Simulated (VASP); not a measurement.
Set up this calculation in VASP 6.6.1, as the native input.

```
Task                   : relaxation of cell and atoms
Functional             : PBEsol
Potentials or basis    : VASP PAW PBE potentials, release 64 (Zn, Se)
Cutoff                 : 600 eV
k mesh                 : 8 × 8 × 8
Occupations            : gaussian, width 0.01 eV
Spin                   : no spin polarisation
Target pressure        : 20 GPa
Dipole correction      : no
Further INCAR settings : ALGO = Normal; EDIFF = 1e-06; IBRION = 2; EDIFFG = -0.001; NSW = 80; ISIF = 3
```

The structure of ZnSe lies in POSCAR:

```
ZnSe
1.0
    0.0000000000      2.8166002266      2.8166002266
    2.8166002266      0.0000000000      2.8166002266
    2.8166002266      2.8166002266      0.0000000000
Zn Se
1 1
Direct
    0.0000000000      0.0000000000      0.0000000000
    0.7500000000      0.7500000000      0.7500000000
```

One way to write it, as run:

INCAR

```
  PREC = Accurate
  ENCUT = 600
  EDIFF = 1E-6
  ISMEAR = 0
  SIGMA = 0.01
  LREAL = False
  LASPH = True
  NELM = 100
  ALGO = Normal
  ISIF = 3
  LWAVE = False
  LCHARG = False
  GGA = PS
  IBRION = 2
  NSW = 80
  EDIFFG = -0.001
  PSTRESS = 200.0
```

KPOINTS

```
regular mesh
0
Gamma
  8 8 8
```

Potentials or basis: VASP PAW PBE potentials, release 64 (Zn, Se).

Run with:

```console
$ cat potpaw_PBE.64/Zn/POTCAR potpaw_PBE.64/Se/POTCAR > POTCAR
$ mpirun -np 1 vasp_std > vasp.out
```

Results of the run:

The relaxed volume is 18.43 Å³/atom and the relaxed cell is a = 3.736 Å, b = 3.736 Å, c = 3.736 Å, α = 60.00°, β = 60.00°, γ = 60.00°. The space group after relaxing (to 0.05 Å) is F-43m (No. 216), the energy change on relaxing (the enthalpy is what falls) is +208.0 meV/atom and the ionic steps are 10. The pressure after relaxing is 20.0 GPa and the band gap on the k mesh is 2.08 eV, direct.

Caveat: the cell is relaxed towards a set pressure, so the enthalpy falls and the energy may rise; the volume moved by over 15 % at a fixed basis, so the end points are rough; the PAW data sets were made with another functional, which shifts forces and pressure a little.

Wall time 2.8 min on 1 thread of Intel(R) Xeon(R) Platinum 8259CL CPU @ 2.50GHz (Skylake/Cascade Lake), on a shared host, peak memory 0.2 GiB.
